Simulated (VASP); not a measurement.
Input of a VASP 6.6.1 run:

The input POSCAR:

```
Au
1.0
    0.0000000000      3.0364063928      3.0364063928
    3.0364063928      0.0000000000      3.0364063928
    3.0364063928      3.0364063928      0.0000000000
Au
2
Direct
    0.1250000000      0.1250000000      0.1250000000
    0.8750000000      0.8750000000      0.8750000000
```

File INCAR.step1:

```
PREC = Accurate ; ENCUT = 520
ISMEAR = -1 ; SIGMA = 0.1
LREAL = F ; LASPH = T
NELM = 80 ; NBANDS = 18
GGA = PE ; ALGO = Normal
EDIFF = 1E-4 ; LWAVE = T
LCHARG = F
```

INCAR.step2

```
PREC = Accurate ; ENCUT = 520
EDIFF = 1E-6 ; ISMEAR = -1
SIGMA = 0.1 ; LREAL = F
LASPH = T ; NELM = 80
ALGO = Normal ; ISIF = 2
LWAVE = F ; LCHARG = T
METAGGA = R2SCAN ; LMIXTAU = T
LELF = T ; LVHAR = T
NBANDS = 18 ; ISTART = 1
```

KPOINTS

```
Automatic mesh
0
Gamma
  10 10 10
```

Potentials or basis: VASP PAW PBE potentials, release 64 (Au).

Run with:

```console
$ cat potpaw_PBE.64/Au/POTCAR > POTCAR
$ cp INCAR.step1 INCAR
$ mpirun -np 1 vasp_std > vasp.out
$ cp INCAR.step2 INCAR
$ mpirun -np 1 vasp_std > vasp.out
```

Question: What does it give for the band gap on the k mesh?

Answer: Zero (bands 11 and 12 overlap by 0.70 eV).

Question: Estimate the pressure.

Answer: 0.2 GPa.

Caveat: the PAW data sets were made with another functional, which shifts forces and pressure a little; spin-orbit coupling is left out, which moves the levels of the heavy elements.
